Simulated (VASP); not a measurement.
A run of VASP 6.6.1:

POSCAR

```
S
1.0
    0.0000000000      2.2386952673      1.5827575540
    2.2386952673      0.0000000000      1.5827575540
    2.2386952673      2.2386952673      0.0000000000
S
1
Direct
    0.0000000000      0.0000000000      0.0000000000
```

INCAR.step1

```
PREC = Accurate ; ENCUT = 520
ISMEAR = 0 ; SIGMA = 0.15
LREAL = F ; LASPH = T
NELM = 80 ; NBANDS = 9
GGA = PE ; ALGO = Normal
EDIFF = 1E-4 ; LWAVE = T
LCHARG = F
```

Contents of INCAR.step2:

```
PREC = Accurate ; ENCUT = 520
EDIFF = 1E-6 ; ISMEAR = 0
SIGMA = 0.15 ; LREAL = F
LASPH = T ; NELM = 80
ALGO = Normal ; ISIF = 2
LWAVE = F ; LCHARG = T
METAGGA = R2SCAN ; LMIXTAU = T
LELF = T ; LVHAR = T
NBANDS = 9 ; ISTART = 1
```

KPOINTS

```
Automatic mesh
0
Gamma
  22 22 22
```

Potentials or basis: VASP PAW PBE potentials, release 64 (S).

The run is started by

```console
$ cat potpaw_PBE.64/S/POTCAR > POTCAR
$ cp INCAR.step1 INCAR
$ mpirun -np 1 vasp_std > vasp.out
$ cp INCAR.step2 INCAR
$ mpirun -np 1 vasp_std > vasp.out
```

Hardware: 1 thread of Intel(R) Xeon(R) Platinum 8559C (Emerald Rapids) (shared host).

Q: How long does it take, and how much memory?

A: It took 4 min on 1 thread of Intel(R) Xeon(R) Platinum 8559C (Emerald Rapids) (shared host), peak memory 0.21 GiB. Counts: k points 834.
